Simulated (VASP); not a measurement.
# In (P6/mmm) in VASP: single point with PBE

Aim: the single point of In with PBE.

All numbers are computed with VASP 6.6.1; they aren't measurements. Logs are shortened: lines on timing, memory, paths and dates and some standing lists are left out, and cuts for length are marked.

### Step 1. The cell of the first run

The structure is hexagonal, space group P6/mmm (No. 191). The conventional cell has a = 5.401 Å, b = 5.401 Å, c = 3.318 Å, α = 90.00°, β = 90.00°, γ = 120.00°. Within 4.4 Å of In (site symmetry 6/mmm) lie 14 In at 3.32 to 3.53 Å. In (site symmetry -6m2) has 11 In at 3.12 to 3.53 Å within 4.1 Å.

This isn't the form of In at room conditions, which is tetragonal.

### Step 2. Single point, PBE (27.94 Å³/atom)

Contents of POSCAR:

```
In
1.0
    5.4007920269      0.0000000000      0.0000000000
   -2.7003960135      4.6772230958      0.0000000000
    0.0000000000      0.0000000000      3.3183360954
In
3
Direct
    0.0000000000      0.0000000000      0.0000000000
    0.3333333333      0.6666666667      0.5000000000
    0.6666666667      0.3333333333      0.5000000000
```

Contents of INCAR.step1:

```
PREC = Accurate
ENCUT = 520
EDIFF = 1E-7
ISMEAR = -1
SIGMA = 0.1
LREAL = False
LASPH = True
NELM = 60
ALGO = Normal
ISIF = 2
LWAVE = False
LCHARG = True
GGA = PE
NBANDS = 26
```

Contents of KPOINTS.step1:

```
Automatic mesh
0
Gamma
  8 8 10
```

Contents of INCAR.step2:

```
PREC = Accurate
ENCUT = 520
EDIFF = 1E-7
ISMEAR = -5
SIGMA = 0.1
LREAL = False
LASPH = True
NELM = 60
ALGO = Normal
ISIF = 2
LWAVE = False
LCHARG = False
GGA = PE
LORBIT = 10
NBANDS = 26
NEDOS = 2001
ICHARG = 11
```

Contents of KPOINTS.step2:

```
Automatic mesh
0
Gamma
  12 12 15
```

Potentials or basis: VASP PAW PBE potentials, release 64 (In_d).

Launch:

```sh
$ cat potpaw_PBE.64/In_d/POTCAR > POTCAR
$ cp INCAR.step1 INCAR
$ cp KPOINTS.step1 KPOINTS
$ mpirun -np 1 vasp_std > vasp.out
$ cp INCAR.step2 INCAR
$ cp KPOINTS.step2 KPOINTS
$ mpirun -np 1 vasp_std > vasp.out
```

OUTCAR:

```text
PREC = Accurate
   ENCUT = 520
   EDIFF = 1E-7
   ISMEAR = -5
   LREAL = False
   LASPH = True
   NELM = 60
   ISIF = 2
   GGA = PE
   LORBIT = 10
   ICHARG = 11

 ion  position               nearest neighbor table
   1  0.000  0.000  0.000-   2 3.53   3 3.53   2 3.53   3 3.53   2 3.53   2 3.53   3 3.53   3 3.53
                             3 3.53   3 3.53   2 3.53   2 3.53
   2  0.333  0.667  0.500-   3 3.12   3 3.12   3 3.12   1 3.53   1 3.53   1 3.53   1 3.53   1 3.53
                             1 3.53
   3  0.667  0.333  0.500-   2 3.12   2 3.12   2 3.12   1 3.53   1 3.53   1 3.53   1 3.53   1 3.53
                             1 3.53

  LATTYP: Found a hexagonal cell.
 ALAT       =     5.4007920269
 C/A-ratio  =     0.6144165668

  Lattice vectors:

 A1 = (   5.4007920269,   0.0000000000,   0.0000000000)
 A2 = (  -2.7003960135,   4.6772230958,   0.0000000000)
 A3 = (   0.0000000000,   0.0000000000,   3.3183360954)

Analysis of symmetry for initial positions (statically):
=====================================================================
 Subroutine PRICEL returns:
 Original cell was already a primitive cell.

 Routine SETGRP: Setting up the symmetry group for a
 hexagonal supercell.

 Subroutine GETGRP returns: Found 24 space group operations
 (whereof 24 operations were pure point group operations)
 out of a pool of 24 trial point group operations.

The static configuration has the point symmetry D_6h.

Analysis of symmetry for dynamics (positions and initial velocities):
=====================================================================
 Subroutine PRICEL returns:
 Original cell was already a primitive cell.

 Routine SETGRP: Setting up the symmetry group for a
 hexagonal supercell.

 Subroutine GETGRP returns: Found 24 space group operations
 (whereof 24 operations were pure point group operations)
 out of a pool of 24 trial point group operations.

The dynamic configuration has the point symmetry D_6h.

 Subroutine INISYM returns: Found 24 space group operations
 (whereof 24 operations are pure point group operations),
 and found     1 'primitive' translations

----------------------------------------------------------------------------------------

                                     Primitive cell

  volume of cell :      83.8235

  direct lattice vectors                    reciprocal lattice vectors
     5.400792027  0.000000000  0.000000000     0.185158028  0.106901037  0.000000000
    -2.700396013  4.677223096  0.000000000     0.000000000  0.213802074  0.000000000
     0.000000000  0.000000000  3.318336095     0.000000000  0.000000000  0.301355852

  length of vectors
     5.400792027  5.400792027  3.318336095     0.213802074  0.213802074  0.301355852

  position of ions in fractional coordinates (direct lattice)
     0.000000000  0.000000000  0.000000000
     0.333333333  0.666666667  0.500000000
     0.666666667  0.333333333  0.500000000

  ion indices of the primitive-cell ions
   primitive index   ion index
                 1           1
                 2           2
                 3           3

----------------------------------------------------------------------------------------

 KPOINTS: Automatic mesh

Automatic generation of k-mesh.
 Grid dimensions read from file:
 generate k-points for:   12   12   15

 Generating k-lattice:

  Cartesian coordinates                     Fractional coordinates (reciprocal lattice)
     0.015429836  0.008908420  0.000000000     0.083333333  0.000000000  0.000000000
     0.000000000  0.017816840  0.000000000     0.000000000  0.083333333  0.000000000
     0.000000000  0.000000000  0.020090390     0.000000000  0.000000000  0.066666667

  Length of vectors
     0.017816840  0.017816840  0.020090390

  Shift w.r.t. Gamma in fractional coordinates (k-lattice)
     0.000000000  0.000000000  0.000000000

 TETIRR: Found   2127 inequivalent tetrahedra from    12960

 Subroutine IBZKPT returns following result:
 ===========================================

 Found    152 irreducible k-points:

 Following reciprocal coordinates:
            Coordinates               Weight
  0.000000  0.000000  0.000000      1.000000
  0.083333  0.000000  0.000000      6.000000
  0.166667  0.000000  0.000000      6.000000
  0.250000  0.000000  0.000000      6.000000
  0.333333  0.000000  0.000000      6.000000
  0.416667  0.000000  0.000000      6.000000
[... 16 lines left out ...]
  0.250000  0.000000  0.066667     12.000000
  0.333333  0.000000  0.066667     12.000000
 [... further k-points ...]
   k-points           NKPTS =    152   k-points in BZ     NKDIM =    152   number of bands    NBANDS=     26
   number of dos      NEDOS =   2001   number of ions     NIONS =      3
   total plane-waves  NPLWV =  44800
   dimension x,y,z NGX =    40 NGY =   40 NGZ =   28
   dimension x,y,z NGXF=    80 NGYF=   80 NGZF=   56
   ions per type =               3
   NGX,Y,Z   is equivalent  to a cutoff of  12.31, 12.31, 14.03 a.u.
   NGXF,Y,Z  is equivalent  to a cutoff of  24.63, 24.63, 28.06 a.u.
 SYSTEM =  unknown system
   PREC   = accura    normal or accurate (medium, high low for compatibility)
   ISTART =      0    job   : 0-new  1-cont  2-samecut
   ICHARG =     11    charge: 1-file 2-atom 10-const
   ISPIN  =      1    spin polarized calculation?
   LNONCOLLINEAR =      F non collinear calculations
   LSORBIT =      F    spin-orbit coupling
   LASPH  =      T    aspherical Exc in radial PAW
   ENCUT  =  520.0 eV  38.22 Ry    6.18 a.u.  10.04 10.04  6.17*2*pi/ulx,y,z
   NELM   =     60;   NELMIN=  2; NELMDL=  0     # of ELM steps
   EDIFF  = 0.1E-06   stopping-criterion for ELM
   LREAL  =      F    real-space projection
   EDIFFG = 0.1E-05   stopping-criterion for IOM
   NSW    =      0    number of steps for IOM
   IBRION =     -1    ionic relax: 0-MD 1-quasi-New 2-CG
   NFREE  =      0    steps in history (QN), initial steepest desc. (CG)
   ISIF   =      2    stress and relaxation
   ISYM   =      2    0-nonsym 1-usesym 2-fastsym
   POTIM  = 0.5000    time-step for ionic-motion
   TEBEG  =    0.0;   TEEND  =   0.0 temperature during run
   PSTRESS=    0.0 pullay stress
   NELECT =      39.0000    total number of electrons
   NUPDOWN=      -1.0000    fix difference up-down
   EMIN   =  10.00;   EMAX   =-10.00  energy-range for DOS
   EFERMI =   0.00;   METHOD = LEGACY
   ISMEAR =    -5;   SIGMA  =   0.10  broadening in eV -4-tet -1-fermi 0-gaus
   EFERMI_NEDOS =   21; number of points for ismear=-14 and -15
   IALGO  =     38    algorithm
   IMIX   =      4    mixing-type and parameters
     AMIX     =   0.40;   BMIX     =  1.00
     AMIX_MAG =   1.60;   BMIX_MAG =  1.00
  volume/ion in A,a.u.               =      27.94       188.56
  Fermi-wavevector in a.u.,A,eV,Ry     =   1.268550  2.397213 21.894769  1.609220
  Thomas-Fermi vector in A             =   2.401639
   LORBIT       =     10    0 simple, 1 ext, 2 COOP (PROOUT), +10 PAW based schemes
   GGA     = PE    functional components
   LHFCALC =     F    Hartree Fock is set to
   AEXX    =    0.0000 exact exchange contribution
   IVDW    =     0    specifies the selected vdW correction
   LEPSILON=     F    determine dielectric tensor
   LRPA    =     F    only Hartree local field effects (RPA)
 non-spin polarized calculation
 Fermi weights with tetrahedron method with Bloechl corrections
  energy-cutoff  :      520.00
  volume of cell :       83.82
 maximum number of plane-waves:      2283

 number of electron      39.0000007 magnetization

 Free energy of the ion-electron system (eV)
  ---------------------------------------------------
  ext. energy  EPLUGINS =         0.00000000
  ---------------------------------------------------
  free energy    TOTEN  =        -7.61623337 eV

  energy without entropy =       -7.61623337  energy(sigma->0) =       -7.61623337

 E-fermi :   6.8090     XC(G=0):  -9.9395

 val. band max:        6.9829758200   @ k =   0.2500   0.2500   0.2000
 cond. band min:       6.6365526661   @ k =   0.0000   0.0000   0.2000
 fundamental gap:     -0.3464231539
 Fermi energy:         6.8090372821

 k-point     1 :       0.0000    0.0000    0.0000
  band No.  band energies     occupation
      1      -7.9984      2.00000
      2      -7.7986      2.00000
      3      -7.7956      2.00000
      4      -7.7956      2.00000
      5      -7.7797      2.00000
      6      -7.6896      2.00000
[... 18 lines left out ...]
     25      17.2018      0.00000
     26      17.2769      0.00000

 k-point     2 :       0.0833    0.0000    0.0000
  band No.  band energies     occupation
      1      -7.9957      2.00000
      2      -7.8162      2.00000
      3      -7.8061      2.00000
      4      -7.8001      2.00000
      5      -7.7669      2.00000
      6      -7.6984      2.00000
[... 18 lines left out ...]
     25      16.8034      0.00000
     26      17.0216      0.00000

 k-point     3 :       0.1667    0.0000    0.0000
  band No.  band energies     occupation
      1      -7.9883      2.00000
      2      -7.8481      2.00000
      3      -7.8301      2.00000
      4      -7.8049      2.00000
      5      -7.7628      2.00000
      6      -7.7134      2.00000
[... 572 lines left out ...]
 k-point    23 :       0.2500    0.0000    0.0667
  band No.  band energies     occupation
      1      -7.9665      2.00000
      2      -7.8775      2.00000
      3      -7.8566      2.00000
      4      -7.8015      2.00000
      5      -7.7615      2.00000
      6      -7.7415      2.00000
[... 18 lines left out ...]
     25      14.9016      0.00000
     26      15.0791      0.00000

 k-point    24 :       0.3333    0.0000    0.0667
  band No.  band energies     occupation
      1      -7.9569      2.00000
      2      -7.9052      2.00000
      3      -7.8772      2.00000
      4      -7.8112      2.00000
      5      -7.7663      2.00000
      6      -7.7467      2.00000
[... 18 lines left out ...]
     25      13.8810      0.00000
     26      14.0490      0.00000

 [... further k-points ...]

------------------------ aborting loop because EDIFF is reached ----------------------------------------

  FORCE on cell =-STRESS in cart. coord.  units (eV):
  Direction    XX          YY          ZZ          XY          YZ          ZX
  --------------------------------------------------------------------------------------
  -------------------------------------------------------------------------------------
  Total        0.3531624      0.3531624      0.2607793     -0.0000000      0.0000000      0.0000000
  in kB        6.7502389      6.7502389      4.9844564     -0.0000000      0.0000000      0.0000000
  external PRESSURE =       6.1616447 kB  Pullay stress =       0.0000000 kB

 VOLUME and BASIS-vectors are now :
 -----------------------------------------------------------------------------
  energy-cutoff  :      520.00
  volume of cell :       83.82
      direct lattice vectors                 reciprocal lattice vectors
     5.400792027  0.000000000  0.000000000     0.185158028  0.106901037  0.000000000
    -2.700396013  4.677223096  0.000000000     0.000000000  0.213802074  0.000000000
     0.000000000  0.000000000  3.318336095     0.000000000  0.000000000  0.301355852

 POSITION                                       TOTAL-FORCE (eV/Angst)
 -----------------------------------------------------------------------------------
      0.00000      0.00000      0.00000        -0.000000      0.000000      0.000000
     -0.00000      3.11815      1.65917         0.000000      0.000000      0.000000
      2.70040      1.55907      1.65917        -0.000000      0.000000      0.000000
 -----------------------------------------------------------------------------------
    total drift:                               -0.000000      0.000000     -0.000000

  FREE ENERGIE OF THE ION-ELECTRON SYSTEM (eV)
  ---------------------------------------------------
  free  energy   TOTEN  =        -7.6162333677 eV

  energy  without entropy=       -7.6162333677  energy(sigma->0) =       -7.61623337

 total charge

# of ion       s       p       d       tot
------------------------------------------
    1        1.038   0.413   9.846  11.297
    2        1.000   0.486   9.845  11.330
    3        1.000   0.486   9.845  11.330
--------------------------------------------------
tot          3.038   1.385  29.535  33.958
```

It took 5.9 min on 1 thread of Intel Xeon 8259CL, shared host; peak memory 0.38 GiB.

What came out:

```
Valence electrons inside the program's atomic spheres : In 11.30, 11.33 (each value once)
```

Levels at points of the mesh, in eV from the Fermi level:
```csv
k point,band 17,band 18,band 19,band 20,band 21,band 22
"(0.00, 0.00, 0.00)",-2.85,-2.62,-0.93,-0.93,-0.80,-0.80
"(0.50, 0.00, 0.00)",-7.25,-3.91,-2.95,3.34,3.47,4.59
```

Caveat: spin-orbit coupling is left out, which moves the levels of the heavy elements; tetrahedron occupations give inexact forces and stress in metals.
